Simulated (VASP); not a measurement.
# BaTiO3 in VASP: further runs

Runs on BaTiO3. Level: r2SCAN+U. Tasks: single point.

Everything below comes from runs of VASP 6.6.1. Logs are shortened: lines on timing, memory, paths and dates and some standing lists are left out, and cuts for length are marked.

### 1 The cell of the first run

The structure is orthorhombic, space group Cmm2 (No. 35). Conventional cell: a = 5.589 Å, b = 5.596 Å, c = 4.107 Å, α = 90.00°, β = 90.00°, γ = 90.00°. Ba (site symmetry mm2) has 12 O at 2.80 to 2.90 Å and 8 Ti at 3.43 to 3.51 Å within 3.7 Å. Within 2.5 Å of Ti (site symmetry mm2) lie 6 O at 1.87 to 2.24 Å. O (site symmetry 2) has 2 Ti at 1.98 Å within 2.6 Å. O (site symmetry mm2) has 2 Ti at 1.87 to 2.24 Å within 2.5 Å.

### 2 Single point, r2SCAN+U

Input file POSCAR:

```
BaTiO3
1.0
    2.7943046168      1.6153691688      2.2846346760
   -2.7943046168      1.6153691688      2.2846346760
    0.0000000000     -3.3532905301      2.3710121010
Ba Ti O
1 1 3
Direct
   -0.0057807851     -0.0057807851      0.0045720438
    0.4942149455      0.4942149455      0.5189668045
    0.4942269383      0.9942228808      0.4868027875
    0.4942170204      0.4942170204      0.9739565765
    0.9942228808      0.4942269383      0.4868027875
```

Input file INCAR.step1:

```
SYSTEM = BaTiO3
PREC = Accurate ; ENCUT = 520
ISMEAR = 0 ; SIGMA = 0.02
LREAL = .False. ; LASPH = .True.
NELM = 150 ; LMAXMIX = 4
LDAU = .True. ; LDAUTYPE = 2
LDAUL = -1 2 -1 ; LDAUU = 0 4 0
LDAUJ = 0 0 0 ; NBANDS = 28
GGA = PE ; ALGO = Normal
EDIFF = 1E-4 ; LWAVE = .True.
LCHARG = .False.
```

Input file INCAR.step2:

```
SYSTEM = BaTiO3
PREC = Accurate ; ENCUT = 520
EDIFF = 1E-6 ; ISMEAR = 0
SIGMA = 0.02 ; LREAL = .False.
LASPH = .True. ; NELM = 150
ALGO = Normal ; ISIF = 2
LWAVE = .False. ; LCHARG = .False.
LMAXMIX = 4 ; LDAU = .True.
LDAUTYPE = 2 ; LDAUL = -1 2 -1
LDAUU = 0 4 0 ; LDAUJ = 0 0 0
LDAUPRINT = 1 ; METAGGA = R2SCAN
LMIXTAU = .True. ; NBANDS = 28
ISTART = 1
```

Input file KPOINTS:

```
regular mesh
0
Gamma
  6 6 6
  0 0 0
```

Potentials or basis: VASP PAW PBE potentials, release 64 (Ba_sv, Ti_sv, O).

Started as:

```sh
$ cat potpaw_PBE.64/Ba_sv/POTCAR potpaw_PBE.64/Ti_sv/POTCAR potpaw_PBE.64/O/POTCAR > POTCAR
$ cp INCAR.step1 INCAR
$ mpirun -np 1 vasp_std > vasp.out
$ cp INCAR.step2 INCAR
$ mpirun -np 1 vasp_std > vasp.out
```

OUTCAR:

```text
SYSTEM = BaTiO3
   PREC = Accurate
   ENCUT = 520
   EDIFF = 1E-6
   ISMEAR = 0
   LREAL = .False.
   LASPH = .True.
   NELM = 150
   ISIF = 2
   METAGGA = R2SCAN
   ISTART = 1

 ion  position               nearest neighbor table
   1  0.994  0.994  0.005-   4 2.80   4 2.80   3 2.80   5 2.80   3 2.80   5 2.80   4 2.80   4 2.80
                             5 2.90   3 2.90   3 2.90   5 2.90   2 3.43   2 3.43   2 3.44   2 3.44
   2  0.494  0.494  0.519-   4 1.87   3 1.98   5 1.98   3 1.98   5 1.98   4 2.24   1 3.43   1 3.43
                             1 3.44   1 3.44   1 3.50   1 3.50   1 3.51   1 3.51
   3  0.494  0.994  0.487-   2 1.98   2 1.98   1 2.80   1 2.80   1 2.90   1 2.90
   4  0.494  0.494  0.974-   2 1.87   2 2.24   1 2.80   1 2.80   1 2.80   1 2.80
   5  0.994  0.494  0.487-   2 1.98   2 1.98   1 2.80   1 2.80   1 2.90   1 2.90

  LATTYP: Found a simple monoclinic cell.
 ALAT       =     3.9543787686
 B/A-ratio  =     1.0385587646
 C/A-ratio  =     1.4132711004
 COS(beta)  =    -0.7066355502

  Lattice vectors:

 A1 = (  -2.7943046168,   1.6153691688,   2.2846346760)
 A2 = (   0.0000000000,  -3.3532905301,   2.3710121010)
 A3 = (   5.5886092336,   0.0000000000,   0.0000000000)

Analysis of symmetry for initial positions (statically):
=====================================================================
 Subroutine PRICEL returns:
 Original cell was already a primitive cell.

 Routine SETGRP: Setting up the symmetry group for a
 simple monoclinic supercell.

 Subroutine GETGRP returns: Found  1 space group operations
 (whereof  1 operations were pure point group operations)
 out of a pool of  4 trial point group operations.

The static configuration has the point symmetry C_1 .

Analysis of symmetry for dynamics (positions and initial velocities):
=====================================================================
 Subroutine PRICEL returns:
 Original cell was already a primitive cell.

 Routine SETGRP: Setting up the symmetry group for a
 simple monoclinic supercell.

 Subroutine GETGRP returns: Found  1 space group operations
 (whereof  1 operations were pure point group operations)
 out of a pool of  4 trial point group operations.

The dynamic configuration has the point symmetry C_1 .

 Subroutine INISYM returns: Found  1 space group operations
 (whereof  1 operations are pure point group operations),
 and found     1 'primitive' translations

----------------------------------------------------------------------------------------

                                     Primitive cell

  volume of cell :      64.2193

  direct lattice vectors                    reciprocal lattice vectors
     2.794304617  1.615369169  2.284634676     0.178935395  0.103167292  0.145908114
    -2.794304617  1.615369169  2.284634676    -0.178935395  0.103167292  0.145908114
     0.000000000 -3.353290530  2.371012101     0.000000000 -0.198817689  0.140575633

  length of vectors
     3.954378769  3.954378769  4.106854729     0.252884447  0.252884447  0.243495343

  position of ions in fractional coordinates (direct lattice)
     0.994219215  0.994219215  0.004572044
     0.494214945  0.494214945  0.518966805
     0.494226938  0.994222881  0.486802787
     0.494217020  0.494217020  0.973956577
     0.994222881  0.494226938  0.486802787

  ion indices of the primitive-cell ions
   primitive index   ion index
                 1           1
                 2           2
                 3           3
                 4           4
                 5           5

[... 53 lines left out ...]
   k-points           NKPTS =    112   k-points in BZ     NKDIM =    112   number of bands    NBANDS=     28
   number of dos      NEDOS =    301   number of ions     NIONS =      5
   total plane-waves  NPLWV =  28800
   dimension x,y,z NGX =    30 NGY =   30 NGZ =   32
   dimension x,y,z NGXF=    60 NGYF=   60 NGZF=   64
   ions per type =               1   1   3
   NGX,Y,Z   is equivalent  to a cutoff of  12.61, 12.61, 12.95 a.u.
   NGXF,Y,Z  is equivalent  to a cutoff of  25.22, 25.22, 25.91 a.u.
 SYSTEM =  BaTiO3
   PREC   = accura    normal or accurate (medium, high low for compatibility)
   ISTART =      1    job   : 0-new  1-cont  2-samecut
   ICHARG =      0    charge: 1-file 2-atom 10-const
   ISPIN  =      1    spin polarized calculation?
   LNONCOLLINEAR =      F non collinear calculations
   LSORBIT =      F    spin-orbit coupling
   LASPH  =      T    aspherical Exc in radial PAW
   ENCUT  =  520.0 eV  38.22 Ry    6.18 a.u.   7.35  7.35  7.64*2*pi/ulx,y,z
   NELM   =    150;   NELMIN=  2; NELMDL=  0     # of ELM steps
   EDIFF  = 0.1E-05   stopping-criterion for ELM
   LREAL  =      F    real-space projection
   EDIFFG = 0.1E-04   stopping-criterion for IOM
   NSW    =      0    number of steps for IOM
   IBRION =     -1    ionic relax: 0-MD 1-quasi-New 2-CG
   NFREE  =      0    steps in history (QN), initial steepest desc. (CG)
   ISIF   =      2    stress and relaxation
   ISYM   =      2    0-nonsym 1-usesym 2-fastsym
   POTIM  = 0.5000    time-step for ionic-motion
   TEBEG  =    0.0;   TEEND  =   0.0 temperature during run
   PSTRESS=    0.0 pullay stress
   NELECT =      40.0000    total number of electrons
   NUPDOWN=      -1.0000    fix difference up-down
   EMIN   =  10.00;   EMAX   =-10.00  energy-range for DOS
   EFERMI =   0.00;   METHOD = LEGACY
   ISMEAR =     0;   SIGMA  =   0.02  broadening in eV -4-tet -1-fermi 0-gaus
   EFERMI_NEDOS =   21; number of points for ismear=-14 and -15
   IALGO  =     38    algorithm
   IMIX   =      4    mixing-type and parameters
     AMIX     =   0.40;   BMIX     =  1.00
     AMIX_MAG =   1.60;   BMIX_MAG =  1.00
  volume/ion in A,a.u.               =      12.84        86.67
  Fermi-wavevector in a.u.,A,eV,Ry     =   1.398105  2.642035 26.595260  1.954696
  Thomas-Fermi vector in A             =   2.521295
   LORBIT       =      0    0 simple, 1 ext, 2 COOP (PROOUT), +10 PAW based schemes
 LDA+U is selected, type is set to LDAUTYPE =  2
   angular momentum for each species LDAUL =    -1    2   -1
   U (eV)           for each species LDAUU =   0.0  4.0  0.0
   J (eV)           for each species LDAUJ =   0.0  0.0  0.0
   METAGGA = R2SCAN    functional components
   LHFCALC =     F    Hartree Fock is set to
   AEXX    =    0.0000 exact exchange contribution
   IVDW    =     0    specifies the selected vdW correction
   LEPSILON=     F    determine dielectric tensor
   LRPA    =     F    only Hartree local field effects (RPA)
 non-spin polarized calculation
 Gauss-broadening in eV      SIGMA  =   0.02
  energy-cutoff  :      520.00
  volume of cell :       64.22
 maximum number of plane-waves:      1767
 NGX is ok and might be reduce to    30
   NGX = 15   NGY = 15   NGZ = 15

atom =   2  type =  2  l = 2

 onsite density matrix

spin component  1

  0.1481  0.0000  0.0000  0.0643 -0.0000
  0.0000  0.1936 -0.0018  0.0000  0.0674
  0.0000 -0.0018  0.1004 -0.0000  0.0026
  0.0643  0.0000 -0.0000  0.1936  0.0000
 -0.0000  0.0674  0.0026  0.0000  0.1457

spin component  2

  0.1481  0.0000  0.0000  0.0643 -0.0000
  0.0000  0.1936 -0.0018  0.0000  0.0674
  0.0000 -0.0018  0.1004 -0.0000  0.0026
  0.0643  0.0000 -0.0000  0.1936  0.0000
 -0.0000  0.0674  0.0026  0.0000  0.1457

 occupancies and eigenvectors

  o =  0.0959  v = -0.0000  0.4708  0.5775  0.0000 -0.6670  0.0000  0.0000  0.0000  0.0000  0.0000      0.0000  0.0000  0.0000  0.0000  0.0000  0.0000  0.0000  0.0000  0.0000  0.0000
  o =  0.0959  v =  0.0000  0.0000  0.0000  0.0000  0.0000 -0.0000  0.4708  0.5775  0.0000 -0.6670      0.0000  0.0000  0.0000  0.0000  0.0000  0.0000  0.0000  0.0000  0.0000  0.0000
  o =  0.1026  v = -0.0004 -0.3335  0.8164  0.0003  0.4715  0.0000  0.0000  0.0000  0.0000  0.0000      0.0000  0.0000  0.0000  0.0000  0.0000  0.0000  0.0000  0.0000  0.0000  0.0000
  o =  0.1026  v =  0.0000  0.0000  0.0000  0.0000  0.0000 -0.0004 -0.3335  0.8164  0.0003  0.4715      0.0000  0.0000  0.0000  0.0000  0.0000  0.0000  0.0000  0.0000  0.0000  0.0000
  o =  0.1026  v =  0.0000  0.0000  0.0000  0.0000  0.0000  0.8165 -0.0002  0.0004 -0.5773  0.0002      0.0000  0.0000  0.0000  0.0000  0.0000  0.0000  0.0000  0.0000  0.0000  0.0000
  o =  0.1026  v =  0.8165 -0.0002  0.0004 -0.5773  0.0002  0.0000  0.0000  0.0000  0.0000  0.0000      0.0000  0.0000  0.0000  0.0000  0.0000  0.0000  0.0000  0.0000  0.0000  0.0000
  o =  0.2390  v =  0.0000  0.0000  0.0000  0.0000  0.0000 -0.5773  0.0000 -0.0000 -0.8165  0.0000      0.0000  0.0000  0.0000  0.0000  0.0000  0.0000  0.0000  0.0000  0.0000  0.0000
  o =  0.2390  v = -0.5773  0.0000 -0.0000 -0.8165  0.0000  0.0000  0.0000  0.0000  0.0000  0.0000      0.0000  0.0000  0.0000  0.0000  0.0000  0.0000  0.0000  0.0000  0.0000  0.0000
  o =  0.2411  v =  0.0000  0.8168  0.0004  0.0000  0.5769  0.0000  0.0000  0.0000  0.0000  0.0000      0.0000  0.0000  0.0000  0.0000  0.0000  0.0000  0.0000  0.0000  0.0000  0.0000
  o =  0.2411  v =  0.0000  0.0000  0.0000  0.0000  0.0000  0.0000  0.8168  0.0004  0.0000  0.5769      0.0000  0.0000  0.0000  0.0000  0.0000  0.0000  0.0000  0.0000  0.0000  0.0000

 number of electron      40.0000011 magnetization

 Free energy of the ion-electron system (eV)
  ---------------------------------------------------
  ext. energy  EPLUGINS =         0.00000000
  ---------------------------------------------------
  free energy    TOTEN  =       -71.59490265 eV

  energy without entropy =      -71.59490265  energy(sigma->0) =      -71.59490265

 E-fermi :   4.0643     XC(G=0): -11.9044

 val. band max:        3.7738650506   @ k =   0.5000   0.5000   0.5000
 cond. band min:       6.5209841376   @ k =   0.0000   0.0000   0.0000
 fundamental gap:      2.7471190870
 Fermi energy:         4.0642700803

 k-point     1 :       0.0000    0.0000    0.0000
  band No.  band energies     occupation
      1     -56.0932      2.00000
      2     -31.2627      2.00000
      3     -31.2043      2.00000
      4     -31.2031      2.00000
      5     -21.8612      2.00000
      6     -14.2685      2.00000
[... 733 lines left out ...]
     27      10.4340      0.00000
     28      12.6310      0.00000

 [... further k-points ...]
[... 5 lines left out ...]
  --------------------------------------------------------------------------------------
  -------------------------------------------------------------------------------------
  Total        2.9629676      2.0360780      2.4212274     -0.0000011      0.5552678      0.0000069
  in kB       73.9217086     50.7971682     60.4060838     -0.0000283     13.8531202      0.0001731
  external PRESSURE =      61.7083202 kB  Pullay stress =       0.0000000 kB

 VOLUME and BASIS-vectors are now :
 -----------------------------------------------------------------------------
  energy-cutoff  :      520.00
  volume of cell :       64.22
      direct lattice vectors                 reciprocal lattice vectors
     2.794304617  1.615369169  2.284634676     0.178935395  0.103167292  0.145908114
    -2.794304617  1.615369169  2.284634676    -0.178935395  0.103167292  0.145908114
     0.000000000 -3.353290530  2.371012101     0.000000000 -0.198817689  0.140575633

 POSITION                                       TOTAL-FORCE (eV/Angst)
 -----------------------------------------------------------------------------------
      0.00000      3.19673      4.55370         0.000001      0.025112     -0.018374
      0.00000     -0.14357      3.48868        -0.000024      0.459765     -0.324714
     -1.39714      0.77200      4.55478        -0.000007     -0.005975      0.004287
      0.00000     -1.66927      4.56747         0.000003     -0.472937      0.334497
      1.39714      0.77200      4.55478         0.000028     -0.005966      0.004304
 -----------------------------------------------------------------------------------
    total drift:                               -0.000001     -0.005799      0.000657

  FREE ENERGIE OF THE ION-ELECTRON SYSTEM (eV)
  ---------------------------------------------------
  free  energy   TOTEN  =       -71.5949026540 eV

  energy  without entropy=      -71.5949026540  energy(sigma->0) =      -71.59490265
```

It took 8.5 min on 1 thread of AMD EPYC 7R43 (Zen 3), shared host; peak memory 0.3 GiB.

What came out:

```yaml
Free_energy: -71.5949 eV
Pressure: 6.2 GPa
Largest_force: 0.579 eV/Å
Band_gap_on_the_k_mesh: 2.75 eV, indirect (least direct gap 3.19 eV)
```

Forces in eV/Å, atoms in the order of the input:
```
Ba   0.000  0.025 -0.018
Ti   0.000  0.460 -0.325
O    0.000 -0.006  0.004
O    0.000 -0.473  0.334
O    0.000 -0.006  0.004
```

Eigenvalues of the final occupation matrices:
| site | spin | trace | eigenvalues |
| --- | --- | --- | --- |
| site 2 d | 1 | 0.78 | 0.10 0.10 0.10 0.24 0.24 |
| site 2 d | 2 | 0.78 | 0.10 0.10 0.10 0.24 0.24 |

Caveat: the PAW data sets were made with another functional, which shifts forces and pressure a little; spin-orbit coupling is left out, which moves the levels of the heavy elements. A k mesh can miss the band edges.

(Part 1 of 2 ends here.)
